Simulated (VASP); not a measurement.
# K2GdH4 (I4/mmm) in VASP: single point with PBE+U

Aim: the single point of K2GdH4 with PBE+U.

Program: VASP 6.6.1. These are calculated values, not measurements. Logs are shortened: lines on timing, memory, paths and dates and some standing lists are left out, and cuts for length are marked.

### 1 The cell of the first run

Symmetry: I4/mmm, No. 139, tetragonal system. The conventional cell has a = 4.244 Å, b = 4.244 Å, c = 14.291 Å, α = 90.00°, β = 90.00°, γ = 90.00°. Within 2.8 Å of Gd (site symmetry 4/mmm) lie 6 H at 2.10 to 2.12 Å. Within 3.8 Å of K (site symmetry 4mm) lie 9 H at 2.92 to 3.00 Å and 4 Gd at 3.68 Å. H (site symmetry 4mm) has 1 Gd at 2.10 Å within 2.8 Å. Within 2.8 Å of H (site symmetry mmm) lie 2 Gd at 2.12 Å.

### 2 Single point, PBE+U

Contents of INCAR:

```
PREC     = Accurate       # precision mode
ENCUT    = 520            # plane-wave cutoff, eV
EDIFF    = 1E-7           # SCF threshold, eV
ISMEAR   = -1             # smearing method
SIGMA    = 0.1            # smearing width, eV
LREAL    = F              # projectors in reciprocal space
LASPH    = T              # aspherical terms in the spheres
NELM     = 150            # most SCF steps
ALGO     = Normal         # electronic algorithm
ISIF     = 2              # what is computed and relaxed
LWAVE    = F              # write WAVECAR
LCHARG   = F              # write CHGCAR
LMAXMIX  = 6              # l up to which the mixer works
LDAU     = T              # DFT+U
LDAUTYPE = 2            
LDAUL    = 3 -1 -1        # shell
LDAUU    = 3.06 0 0       # U, eV
LDAUJ    = 0 0 0        
LDAUPRINT= 1            
GGA      = PE             # functional
ISYM     = 0            
NBANDS   = 29             # bands
```

Contents of KPOINTS:

```
Automatic mesh
0
Gamma
  5 5 5
```

Contents of POSCAR:

```
K2GdH4
1.0
    0.0000000000      4.2436321200      0.0000000000
    4.2436321200      0.0000000000      0.0000000000
    2.1218160600      2.1218160600     -7.1454957300
Gd K H
1 2 4
Direct
    0.0000000000      0.0000000000      0.0000000000
    0.3513000000      0.3513000000      0.2974000000
    0.6487000000      0.6487000000      0.7026000000
    0.1472000000      0.1472000000      0.7056000000
    0.8528000000      0.8528000000      0.2944000000
    0.5000000000      0.0000000000      0.0000000000
    0.0000000000      0.5000000000      0.0000000000
```

Potentials or basis: VASP PAW PBE potentials, release 64 (Gd, K_sv, H).

The run is started by

```console
$ cat potpaw_PBE.64/Gd/POTCAR potpaw_PBE.64/K_sv/POTCAR potpaw_PBE.64/H/POTCAR > POTCAR
$ mpirun -np 1 vasp_std > vasp.out
```

OUTCAR:

```text
PREC = Accurate
   ENCUT = 520
   EDIFF = 1E-7
   ISMEAR = -1
   LREAL = F
   LASPH = T
   NELM = 150
   ISIF = 2
   GGA = PE
   ISYM = 0

 ion  position               nearest neighbor table
   1  0.000  0.000  0.000-   4 2.10   5 2.10   6 2.12   7 2.12   7 2.12   6 2.12   3 3.68   2 3.68
                             3 3.68   2 3.68   3 3.68   2 3.68   3 3.68   2 3.68
   2  0.351  0.351  0.297-   1 3.68   1 3.68   1 3.68   1 3.68
   3  0.649  0.649  0.703-   1 3.68   1 3.68   1 3.68   1 3.68
   4  0.147  0.147  0.706-   1 2.10
   5  0.853  0.853  0.294-   1 2.10
   6  0.500  0.000  0.000-   1 2.12   1 2.12
   7  0.000  0.500  0.000-   1 2.12   1 2.12

IMPORTANT INFORMATION: All symmetrisations will be switched off!
NOSYMM: (Re-)initialisation of all symmetry stuff for point group C_1.

----------------------------------------------------------------------------------------

                                     Primitive cell

  volume of cell :     128.6790

  direct lattice vectors                    reciprocal lattice vectors
     0.000000000  4.243632120  0.000000000     0.000000000  0.235647194  0.069974151
     4.243632120  0.000000000  0.000000000     0.235647194  0.000000000  0.069974151
     2.121816060  2.121816060 -7.145495730     0.000000000  0.000000000 -0.139948303

  length of vectors
     4.243632120  4.243632120  7.749988130     0.245816968  0.245816968  0.139948303

  position of ions in fractional coordinates (direct lattice)
     0.000000000  0.000000000  0.000000000
     0.351300000  0.351300000  0.297400000
     0.648700000  0.648700000  0.702600000
     0.147200000  0.147200000  0.705600000
     0.852800000  0.852800000  0.294400000
     0.500000000  0.000000000  0.000000000
     0.000000000  0.500000000  0.000000000

  ion indices of the primitive-cell ions
   primitive index   ion index
                 1           1
                 2           2
                 3           3
                 4           4
                 5           5
                 6           6
                 7           7

----------------------------------------------------------------------------------------

 KPOINTS: Automatic mesh

Automatic generation of k-mesh.
 Grid dimensions read from file:
 generate k-points for:    5    5    5

 Generating k-lattice:

  Cartesian coordinates                     Fractional coordinates (reciprocal lattice)
     0.000000000  0.047129439  0.013994830     0.200000000  0.000000000  0.000000000
     0.047129439  0.000000000  0.013994830     0.000000000  0.200000000  0.000000000
     0.000000000  0.000000000 -0.027989661     0.000000000  0.000000000  0.200000000

  Length of vectors
     0.049163394  0.049163394  0.027989661

  Shift w.r.t. Gamma in fractional coordinates (k-lattice)
     0.000000000  0.000000000  0.000000000

 Subroutine IBZKPT returns following result:
 ===========================================

 Found     63 irreducible k-points:

 Following reciprocal coordinates:
            Coordinates               Weight
  0.000000  0.000000  0.000000      1.000000
  0.200000  0.000000  0.000000      2.000000
  0.000000 -0.200000 -0.200000      2.000000
 -0.200000  0.000000 -0.200000      2.000000
  0.000000  0.200000  0.000000      2.000000
  0.400000  0.000000  0.000000      2.000000
[... 16 lines left out ...]
  0.200000  0.400000  0.400000      2.000000
  0.400000 -0.200000  0.200000      2.000000
 [... further k-points ...]
   k-points           NKPTS =     63   k-points in BZ     NKDIM =     63   number of bands    NBANDS=     29
   number of dos      NEDOS =    301   number of ions     NIONS =      7
   total plane-waves  NPLWV =  61440
[... 20 lines left out ...]
   NFREE  =      0    steps in history (QN), initial steepest desc. (CG)
   ISIF   =      2    stress and relaxation
   ISYM   =      0    0-nonsym 1-usesym 2-fastsym
   POTIM  = 0.5000    time-step for ionic-motion
   TEBEG  =    0.0;   TEEND  =   0.0 temperature during run
   PSTRESS=    0.0 pullay stress
   NELECT =      40.0000    total number of electrons
   NUPDOWN=      -1.0000    fix difference up-down
   EMIN   =  10.00;   EMAX   =-10.00  energy-range for DOS
   EFERMI =   0.00;   METHOD = LEGACY
   ISMEAR =    -1;   SIGMA  =   0.10  broadening in eV -4-tet -1-fermi 0-gaus
   EFERMI_NEDOS =   21; number of points for ismear=-14 and -15
   IALGO  =     38    algorithm
   IMIX   =      4    mixing-type and parameters
     AMIX     =   0.40;   BMIX     =  1.00
     AMIX_MAG =   1.60;   BMIX_MAG =  1.00
  volume/ion in A,a.u.               =      18.38       124.05
  Fermi-wavevector in a.u.,A,eV,Ry     =   1.108985  2.095677 16.733085  1.229847
  Thomas-Fermi vector in A             =   2.245519
   LORBIT       =      0    0 simple, 1 ext, 2 COOP (PROOUT), +10 PAW based schemes
 LDA+U is selected, type is set to LDAUTYPE =  2
   angular momentum for each species LDAUL =     3   -1   -1
   U (eV)           for each species LDAUU =   3.1  0.0  0.0
   J (eV)           for each species LDAUJ =   0.0  0.0  0.0
   GGA     = PE    functional components
   LHFCALC =     F    Hartree Fock is set to
   AEXX    =    0.0000 exact exchange contribution
   IVDW    =     0    specifies the selected vdW correction
   LEPSILON=     F    determine dielectric tensor
   LRPA    =     F    only Hartree local field effects (RPA)
 non-spin polarized calculation
  energy-cutoff  :      520.00
  volume of cell :      128.68
 maximum number of plane-waves:      3484
   NGX = 15   NGY = 15   NGZ = 29

atom =   1  type =  1  l = 3

 onsite density matrix

spin component  1

  0.5172  0.0024 -0.3532 -0.0007 -0.0008 -0.0010 -0.0001
  0.0024  0.0002 -0.0030 -0.0001 -0.0014 -0.0010 -0.0011
 -0.3532 -0.0030  0.7058  0.0009 -0.0002 -0.0008 -0.0006
 -0.0007 -0.0001  0.0009  0.2392  0.0020  0.0010  0.0015
 -0.0008 -0.0014 -0.0002  0.0020  0.7077  0.0016  0.3527
 -0.0010 -0.0010 -0.0008  0.0010  0.0016  0.9765 -0.0021
 -0.0001 -0.0011 -0.0006  0.0015  0.3527 -0.0021  0.5153

spin component  2

  0.5172  0.0024 -0.3532 -0.0007 -0.0008 -0.0010 -0.0001
  0.0024  0.0002 -0.0030 -0.0001 -0.0014 -0.0010 -0.0011
 -0.3532 -0.0030  0.7058  0.0009 -0.0002 -0.0008 -0.0006
 -0.0007 -0.0001  0.0009  0.2392  0.0020  0.0010  0.0015
 -0.0008 -0.0014 -0.0002  0.0020  0.7077  0.0016  0.3527
 -0.0010 -0.0010 -0.0008  0.0010  0.0016  0.9765 -0.0021
 -0.0001 -0.0011 -0.0006  0.0015  0.3527 -0.0021  0.5153

 occupancies and eigenvectors

  o =  0.0001  v =  0.0024 -1.0000 -0.0031 -0.0003 -0.0014 -0.0010 -0.0011  0.0000  0.0000  0.0000  0.0000  0.0000  0.0000  0.0000      0.0000  0.0000  0.0000  0.0000  0.0000  0.0000  0.0000  0.0000  0.0000  0.0000  0.0000  0.0000  0.0000  0.0000
  o =  0.0001  v =  0.0000  0.0000  0.0000  0.0000  0.0000  0.0000  0.0000  0.0024 -1.0000 -0.0031 -0.0003 -0.0014 -0.0010 -0.0011      0.0000  0.0000  0.0000  0.0000  0.0000  0.0000  0.0000  0.0000  0.0000  0.0000  0.0000  0.0000  0.0000  0.0000
  o =  0.2392  v = -0.0012  0.0002  0.0011 -1.0000  0.0033  0.0013  0.0015  0.0000  0.0000  0.0000  0.0000  0.0000  0.0000  0.0000      0.0000  0.0000  0.0000  0.0000  0.0000  0.0000  0.0000  0.0000  0.0000  0.0000  0.0000  0.0000  0.0000  0.0000
  o =  0.2392  v =  0.0000  0.0000  0.0000  0.0000  0.0000  0.0000  0.0000 -0.0012  0.0002  0.0011 -1.0000  0.0033  0.0013  0.0015      0.0000  0.0000  0.0000  0.0000  0.0000  0.0000  0.0000  0.0000  0.0000  0.0000  0.0000  0.0000  0.0000  0.0000
  o =  0.2458  v =  0.5973  0.0001  0.4582  0.0003  0.4002 -0.0011 -0.5226  0.0000  0.0000  0.0000  0.0000  0.0000  0.0000  0.0000      0.0000  0.0000  0.0000  0.0000  0.0000  0.0000  0.0000  0.0000  0.0000  0.0000  0.0000  0.0000  0.0000  0.0000
  o =  0.2458  v =  0.0000  0.0000  0.0000  0.0000  0.0000  0.0000  0.0000  0.5973  0.0001  0.4582  0.0003  0.4002 -0.0011 -0.5226      0.0000  0.0000  0.0000  0.0000  0.0000  0.0000  0.0000  0.0000  0.0000  0.0000  0.0000  0.0000  0.0000  0.0000
  o =  0.2460  v =  0.0000  0.0000  0.0000  0.0000  0.0000  0.0000  0.0000 -0.5217 -0.0000 -0.4013  0.0008  0.4564 -0.0039 -0.5987      0.0000  0.0000  0.0000  0.0000  0.0000  0.0000  0.0000  0.0000  0.0000  0.0000  0.0000  0.0000  0.0000  0.0000
  o =  0.2460  v = -0.5217 -0.0000 -0.4013  0.0008  0.4564 -0.0039 -0.5987  0.0000  0.0000  0.0000  0.0000  0.0000  0.0000  0.0000      0.0000  0.0000  0.0000  0.0000  0.0000  0.0000  0.0000  0.0000  0.0000  0.0000  0.0000  0.0000  0.0000  0.0000
  o =  0.9765  v =  0.0000  0.0000  0.0000  0.0000  0.0000  0.0000  0.0000 -0.0025 -0.0010  0.0005  0.0013 -0.0019  1.0000 -0.0061      0.0000  0.0000  0.0000  0.0000  0.0000  0.0000  0.0000  0.0000  0.0000  0.0000  0.0000  0.0000  0.0000  0.0000
  o =  0.9765  v = -0.0025 -0.0010  0.0005  0.0013 -0.0019  1.0000 -0.0061  0.0000  0.0000  0.0000  0.0000  0.0000  0.0000  0.0000      0.0000  0.0000  0.0000  0.0000  0.0000  0.0000  0.0000  0.0000  0.0000  0.0000  0.0000  0.0000  0.0000  0.0000
  o =  0.9771  v =  0.0000  0.0000  0.0000  0.0000  0.0000  0.0000  0.0000 -0.5994 -0.0042  0.7801  0.0022  0.1431 -0.0010  0.1084      0.0000  0.0000  0.0000  0.0000  0.0000  0.0000  0.0000  0.0000  0.0000  0.0000  0.0000  0.0000  0.0000  0.0000
  o =  0.9771  v = -0.5994 -0.0042  0.7801  0.0022  0.1431 -0.0010  0.1084  0.0000  0.0000  0.0000  0.0000  0.0000  0.0000  0.0000      0.0000  0.0000  0.0000  0.0000  0.0000  0.0000  0.0000  0.0000  0.0000  0.0000  0.0000  0.0000  0.0000  0.0000
  o =  0.9771  v =  0.1085 -0.0011 -0.1431  0.0031  0.7817  0.0055  0.5972  0.0000  0.0000  0.0000  0.0000  0.0000  0.0000  0.0000      0.0000  0.0000  0.0000  0.0000  0.0000  0.0000  0.0000  0.0000  0.0000  0.0000  0.0000  0.0000  0.0000  0.0000
  o =  0.9771  v =  0.0000  0.0000  0.0000  0.0000  0.0000  0.0000  0.0000  0.1085 -0.0011 -0.1431  0.0031  0.7817  0.0055  0.5972      0.0000  0.0000  0.0000  0.0000  0.0000  0.0000  0.0000  0.0000  0.0000  0.0000  0.0000  0.0000  0.0000  0.0000

 number of electron      40.0000010 magnetization

 Free energy of the ion-electron system (eV)
  ---------------------------------------------------
  ext. energy  EPLUGINS =         0.00000000
  ---------------------------------------------------
  free energy    TOTEN  =       -19.41419958 eV

  energy without entropy =      -19.06471138  energy(sigma->0) =      -19.23945548

 E-fermi :   1.7730     XC(G=0):  -8.0218

 val. band max:        1.7051016049   @ k =   0.4000   0.0000   0.2000
 cond. band min:       1.7900654544   @ k =   0.2000  -0.4000  -0.2000
 fundamental gap:      0.0849638496
 Fermi energy:         1.7730351476

 k-point     1 :       0.0000    0.0000    0.0000
  band No.  band energies     occupation
      1     -40.9157      2.00000
      2     -30.0831      2.00000
      3     -30.0675      2.00000
      4     -19.0504      2.00000
      5     -18.9445      2.00000
      6     -18.9444      2.00000
[... 757 lines left out ...]
     28       4.6209      0.00000
     29       5.7446      0.00000

 [... further k-points ...]

------------------------ aborting loop because EDIFF is reached ----------------------------------------

  FORCE on cell =-STRESS in cart. coord.  units (eV):
  Direction    XX          YY          ZZ          XY          YZ          ZX
  --------------------------------------------------------------------------------------
  -------------------------------------------------------------------------------------
  Total        3.0984139      3.1020398      4.2616025      0.0001817      0.0005073      0.0009232
  in kB       38.5782203     38.6233665     53.0610329      0.0022629      0.0063167      0.0114952
  external PRESSURE =      43.4208732 kB  Pullay stress =       0.0000000 kB

 VOLUME and BASIS-vectors are now :
 -----------------------------------------------------------------------------
  energy-cutoff  :      520.00
  volume of cell :      128.68
      direct lattice vectors                 reciprocal lattice vectors
     0.000000000  4.243632120  0.000000000     0.000000000  0.235647194  0.069974151
     4.243632120  0.000000000  0.000000000     0.235647194  0.000000000  0.069974151
     2.121816060  2.121816060 -7.145495730     0.000000000  0.000000000 -0.139948303

 POSITION                                       TOTAL-FORCE (eV/Angst)
 -----------------------------------------------------------------------------------
      0.00000      0.00000      0.00000        -0.000020     -0.000008     -0.000018
      2.12182      2.12182     -2.12507        -0.000076     -0.000064     -0.247467
      4.24363      4.24363     -5.02043         0.000083      0.000066      0.247474
      2.12182      2.12182     -5.04186        -0.000396     -0.000199      0.942059
      4.24363      4.24363     -2.10363         0.000402      0.000201     -0.942053
      0.00000      2.12182      0.00000         0.000002      0.000003      0.000003
      2.12182      0.00000      0.00000         0.000005      0.000002      0.000002
 -----------------------------------------------------------------------------------
    total drift:                               -0.000023     -0.000006     -0.000022

  FREE ENERGIE OF THE ION-ELECTRON SYSTEM (eV)
  ---------------------------------------------------
  free  energy   TOTEN  =       -19.4141995777 eV

  energy  without entropy=      -19.0647113810  energy(sigma->0) =      -19.23945548
```

Run time: 10 min. Hardware: 1 thread of Intel Xeon 6975P-C (Granite Rapids), shared host; peak memory 0.4 GiB.

What came out:

| Property | Result |
| --- | --- |
| Free energy | -19.4142 eV |
| Pressure | 4.3 GPa |
| Largest force | 0.942 eV/Å |
| Band gap on the k mesh | zero (bands 20 and 21 overlap by 0.05 eV) |

Forces on the atoms (eV/Å):
```
Gd   0.000  0.000  0.000
K    0.000  0.000 -0.247
K    0.000  0.000  0.247
H    0.000  0.000  0.942
H    0.000  0.000 -0.942
H    0.000  0.000  0.000
H    0.000  0.000  0.000
```

Stress tensor (GPa, compression positive):
```
3.86 0.00 0.00
0.00 3.86 0.00
0.00 0.00 5.31
```

Eigenvalues of the final occupation matrices:
```
    site  spin  trace                         eigenvalues
site 1 f     1   3.66  0.00 0.24 0.25 0.25 0.98 0.98 0.98
site 1 f     2   3.66  0.00 0.24 0.25 0.25 0.98 0.98 0.98
```

Caveat: the cell stands under pressure; spin-orbit coupling is left out, which moves the levels of the heavy elements; U without spin polarisation on a metal has little footing.
